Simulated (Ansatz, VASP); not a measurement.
## VH2: VASP beside Ansatz

Contents of INCAR:

```
PREC = Accurate
ENCUT = 520
EDIFF = 1E-6
ISMEAR = -1
SIGMA = 0.05
LREAL = False
LASPH = True
NELM = 150
ALGO = Normal
ISIF = 2
LWAVE = False
LCHARG = False
ISPIN = 2
MAGMOM = 1.5 0 0
LORBIT = 11
LMAXMIX = 4
IBRION = 2
NSW = 50
EDIFFG = -0.01
```

The input KPOINTS:

```
Automatic mesh
0
Gamma
  15 15 15
```

The input POSCAR:

```
VH2
1.0
    0.0000000000      1.6949474732      1.6949474732
    1.6949474732      0.0000000000      1.6949474732
    1.6949474732      1.6949474732      0.0000000000
V H
1 2
Direct
    0.0000000000      0.0000000000      0.0000000000
    0.2500000000      0.2500000000      0.2500000000
    0.7500000000      0.7500000000      0.7500000000
```

Input for Ansatz:

```yaml
crystal:
  lattice:
    - [0.0, 1.6949474732, 1.6949474732]
    - [1.6949474732, 0.0, 1.6949474732]
    - [1.6949474732, 1.6949474732, 0.0]
  atoms:
    - { symbol: V, position: [0.0, 0.0, 0.0], spin: 1.5 }
    - { symbol: H, position: [0.25, 0.25, 0.25] }
    - { symbol: H, position: [0.75, 0.75, 0.75] }
magnetization:
  spin_polarized: true
kpoints:
  mp_grid: { grid: [15, 15, 15] }
scf:
  occupations: { method: fermi_dirac, width: 0.05 }
hamiltonian:
  xc: lda
  pseudopotentials: { kind: paw }
output:
  forces: true
  stress: true
  write_density: true
  write_potential: true
  elf: true
  volumetric_format: npy
relax:
  f_tol: 0.01
  max_steps: 30
```

Alike in both runs: task relaxation of the atoms; functional LDA; k mesh 15 × 15 × 15; occupations fermi-dirac, width 0.05 eV; collinear spin.

|  | VASP | Ansatz |
| --- | --- | --- |
| version | VASP 6.6.1 | Ansatz 0.2.0 |
| potentials or method | VASP PAW LDA potentials, release 64 (V_sv, H) | PAW with Ansatz's default frozen-core files, scalar-relativistic |
| plane-wave cutoff (eV) | 520 | 420 |
| valence electrons in the cell | 15 | 15 |

```csv
,VASP,Ansatz,Ansatz less VASP
net moment per atom (μB),0.00,0.00,0.000
```

LDA's correlation is that of Perdew and Zunger in VASP and of Perdew and Wang (1992) in Ansatz. Ansatz's warnings: seeded moment not kept, stress scf threshold loose.

Noted on VASP's run: the relaxation stopped at its first step, so nothing moved.
